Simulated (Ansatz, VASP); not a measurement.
## Two plane-wave programs on Ge

```
Ge
1.0
    -2.57449    2.57449    1.39741
     2.57449   -2.57449    1.39741
     2.57449    2.57449   -1.39741
Ge
2
Cartesian
  2.5745 0.0000 0.6987
  0.0000 0.0000 1.3974
```

Alike in both runs: task single point; functional PBEsol; k mesh 22 × 22 × 22; occupations gaussian, width 0.15 eV; no spin polarisation.

|  | VASP | Ansatz |
| --- | --- | --- |
| version | VASP 6.6.1 | Ansatz 0.2.0 |
| potentials or method | VASP PAW PBE potentials, release 64 (Ge_d), cutoff 520 eV | scalar-relativistic, plane waves, PAW |
| valence electrons in the cell | 28 | 28 |

```tsv
	VASP	Ansatz	Ansatz less VASP
gap on the k mesh at the Fermi level (eV)	none	none	-
pressure (GPa)	-0.8	-0.7	+0.07
traceless stress, the component that is largest in VASP (GPa)	0.51	0.49	-0.025
```

VASP's potentials were made for PBE, not for PBEsol. A gap of «none» marks a metal or a gap that the smearing closes.
